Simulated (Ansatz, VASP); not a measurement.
# Ir in VASP and in Ansatz

The input INCAR:

```
SYSTEM = Ir
ALGO = Normal
EDIFF = 1E-6
ENCUT = 500
GGA = PE
GGA_COMPAT = .False.
ISIF = 2
ISMEAR = -1
LASPH = .True.
LCHARG = .True.
LELF = .True.
LREAL = .False.
LVHAR = .True.
LWAVE = .False.
NBANDS = 10
NELM = 120
PREC = Accurate
SIGMA = 0.05
```

The input KPOINTS:

```
k-points
0
Gamma
  18 18 18
  0 0 0
```

The input POSCAR:

```
Ir
1.0
    0.0000000000      1.9101728940      1.9388970000
    1.9101728940      0.0000000000      1.9388970000
    1.9101728940      1.9101728940      0.0000000000
Ir
1
Direct
    0.0000000000      0.0000000000      0.0000000000
```

Input for Ansatz:

```yaml
crystal:
  lattice:
    - [0.0, 1.910172894, 1.938897]
    - [1.910172894, 0.0, 1.938897]
    - [1.910172894, 1.910172894, 0.0]
  atoms:
    - { symbol: Ir, position: [0.0, 0.0, 0.0] }
kpoints:
  mp_grid: { grid: [18, 18, 18] }
scf:
  occupations: { method: fermi_dirac, width: 0.05 }
hamiltonian:
  xc: pbe
  pseudopotentials: { kind: all_electron, lapw: { basis_error: 0.0005 } }
output:
  forces: true
  stress: true
  eigenvalues: true
```

Change from the starting cell: z stretched by +1 % at fixed volume.

Alike in both runs: task single point; functional PBE; k mesh 18 × 18 × 18; occupations fermi-dirac, width 0.05 eV; no spin polarisation.

|  | VASP | Ansatz |
| --- | --- | --- |
| version | VASP 6.6.1 | Ansatz 0.2.0 |
| potentials or method | VASP PAW PBE potentials, release 64 (Ir), cutoff 500 eV | all-electron LAPW, scalar-relativistic |

VASP gave:

| Item | Value |
| --- | --- |
| pressure (GPa) | 9.7 |
| traceless stress, the component that is largest in VASP (GPa) | -3.94 |

What did Ansatz give for the same quantities?

Pressure (GPa): 9.0; traceless stress, the component that is largest in VASP (GPa): -3.96.

Ansatz ran all-electron here, and VASP with PAW potentials.

Neither program's run includes spin-orbit coupling.
